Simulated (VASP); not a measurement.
Set up this calculation in VASP 6.6.1, as the native input.

```yaml
Task: single point
Functional: PBE
Potentials_or_basis: VASP PAW PBE potentials, release 64 (Ta_pv, N)
Cutoff: 520 eV
k_mesh: 14 × 14 × 10
Occupations: gaussian, width 0.15 eV
Spin: no spin polarisation
Dipole_correction: no
Further_INCAR_settings: ALGO = Normal; EDIFF = 1e-07; NBANDS = 24
```

The structure of TaN lies in POSCAR:

```
TaN
1.0
    0.0000000000     -2.2081122572     -2.2081122572
    0.0000000000      2.2081122572     -2.2081122572
    4.4162245144      0.0000000000      0.0000000000
Ta N
2 2
Direct
    0.4635776912      0.5364223088      0.0068436534
    0.0364223088     -0.0364223088      0.4931563466
    0.5406002909      0.4593997091      0.5154656992
   -0.0406002909      0.0406002909     -0.0154656992
```

This cell differs from its parent crystal: mode 1 frozen in at +0.068 Å and mode 2 at +0.179 Å (largest displacements).

These files were run (other wordings do the same):

INCAR

```
ALGO     = Normal         # electronic algorithm
EDIFF    = 1E-7           # SCF threshold, eV
ENCUT    = 520            # plane-wave cutoff, eV
GGA      = PE             # functional
ISIF     = 2              # what is computed and relaxed
ISMEAR   = 0              # smearing method
LASPH    = T              # aspherical terms in the spheres
LCHARG   = F              # write CHGCAR
LREAL    = F              # projectors in reciprocal space
LWAVE    = F              # write WAVECAR
NBANDS   = 24             # bands
NELM     = 80             # most SCF steps
PREC     = Accurate       # precision mode
SIGMA    = 0.15           # smearing width, eV
```

KPOINTS

```
k-points
0
Gamma
  14 14 10
```

Potentials or basis: VASP PAW PBE potentials, release 64 (Ta_pv, N).

The run is started by

```console
$ cat potpaw_PBE.64/Ta_pv/POTCAR potpaw_PBE.64/N/POTCAR > POTCAR
$ mpirun -np 1 vasp_std > vasp.out
```

It gave:

```
Pressure               : 1.3 GPa
Largest force          : 0.861 eV/Å
Band gap on the k mesh : zero (band 16 reaches 10.60 eV, above the bottom of band 17 at 7.57 eV)
```

Caveat: the cell differs from its parent crystal (mode 1 frozen in at +0.068 Å and mode 2 at +0.179 Å (largest displacements)); spin-orbit coupling is left out, which moves the levels of the heavy elements.

It took 3.8 min on 1 thread of Intel(R) Xeon(R) 6975P-C (Granite Rapids) (shared host), peak memory 0.53 GiB.
